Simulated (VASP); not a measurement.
Write the native input for VASP 6.6.1 that does the following.

| Item | Value |
| --- | --- |
| Task | single point |
| Functional | PBE |
| Potentials or basis | VASP PAW PBE potentials, release 64 (Ag) |
| Cutoff | 520 eV |
| k mesh | 4 × 4 × 1 |
| Occupations | gaussian, width 0.1 eV |
| Spin | no spin polarisation |
| Dipole correction | yes |
| Further INCAR settings | ALGO = Normal; EDIFF = 1e-06; NBANDS = 78 |

The structure of Ag lies in POSCAR:

```
Ag
1.0
    5.8650143192      0.0000000000      0.0000000000
   -2.9325071596      5.0792513940      0.0000000000
    0.0000000000      0.0000000000     22.7887641388
Ag
12
Direct
    0.3333333333      0.1666666667      0.3510501908
    0.3333333333      0.6666666667      0.3510501908
    0.8333333333      0.1666666667      0.3510501908
    0.8333333333      0.6666666667      0.3510501908
    0.6666561870      0.3335492171      0.4541393667
    0.6672799169      0.8341950513      0.4541985610
    0.1665200884      0.3332589954      0.4540874126
    0.1667148546      0.8342182556      0.4541836682
    0.0003469153      0.5011577923      0.5569748492
    0.0002777701      0.0009401837      0.5575725925
    0.5002920339      0.5010663153      0.5570223268
    0.4999664222      0.0003603809      0.5573377767
```

These files were run (other wordings do the same):

INCAR

```
PREC     = Accurate       # precision mode
ENCUT    = 520            # plane-wave cutoff, eV
EDIFF    = 1E-6           # SCF threshold, eV
ISMEAR   = 0              # smearing method
SIGMA    = 0.1            # smearing width, eV
LREAL    = False          # projectors in reciprocal space
LASPH    = True           # aspherical terms in the spheres
NELM     = 100            # most SCF steps
ALGO     = Normal         # electronic algorithm
ISIF     = 2              # what is computed and relaxed
LWAVE    = False          # write WAVECAR
LCHARG   = False          # write CHGCAR
LDIPOL   = True         
IDIPOL   = 3            
DIPOL    = 0.5 0.5 0.454
GGA      = PE             # functional
NBANDS   = 78             # bands
```

KPOINTS

```
Automatic mesh
0
Gamma
  4 4 1
```

Potentials or basis: VASP PAW PBE potentials, release 64 (Ag).

Launch:

```sh
$ cat potpaw_PBE.64/Ag/POTCAR > POTCAR
$ mpirun -np 1 vasp_std > vasp.out
```

It gave:

| Property | Result |
| --- | --- |
| Largest force | 0.022 eV/Å |
| Band gap on the k mesh | zero (bands 66 and 67 overlap by 0.44 eV) |

Run time: 27 min on 1 thread of Intel Xeon 8259CL (shared host), peak memory 0.97 GiB.
